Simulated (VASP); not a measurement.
A run of VASP 6.6.1 is set up as follows.

The input INCAR:

```
ALGO = Normal ; EDIFF = 1E-6
ENCUT = 600 ; GGA = CA
GGA_COMPAT = F ; ISIF = 2
ISMEAR = -1 ; LASPH = T
LCHARG = F ; LREAL = F
LWAVE = F ; NBANDS = 16
NELM = 120 ; PREC = Accurate
SIGMA = 0.05
```

The input KPOINTS:

```
k-points
0
Gamma
  8 8 8
```

Contents of POSCAR:

```
GaN
1.0
    0.0000000000      2.0965846012      2.0965846012
    2.0965846012      0.0000000000      2.0965846012
    2.0965846012      2.0965846012      0.0000000000
Ga N
1 1
Direct
    0.0000000000      0.0000000000      0.0000000000
    0.5000000000      0.5000000000      0.5000000000
```

Potentials or basis: VASP PAW LDA potentials, release 64 (Ga_d, N).

Launch:

```sh
$ cat potpaw_LDA.64/Ga_d/POTCAR potpaw_LDA.64/N/POTCAR > POTCAR
$ mpirun -np 1 vasp_std > vasp.out
```

Estimate the pressure.

-0.9 GPa.

Estimate the band gap on the k mesh.

0.58 eV, indirect (least direct gap 3.14 eV).

A k mesh can miss the band edges. A hybrid or GW would open this gap; LDA tends to underestimate it.
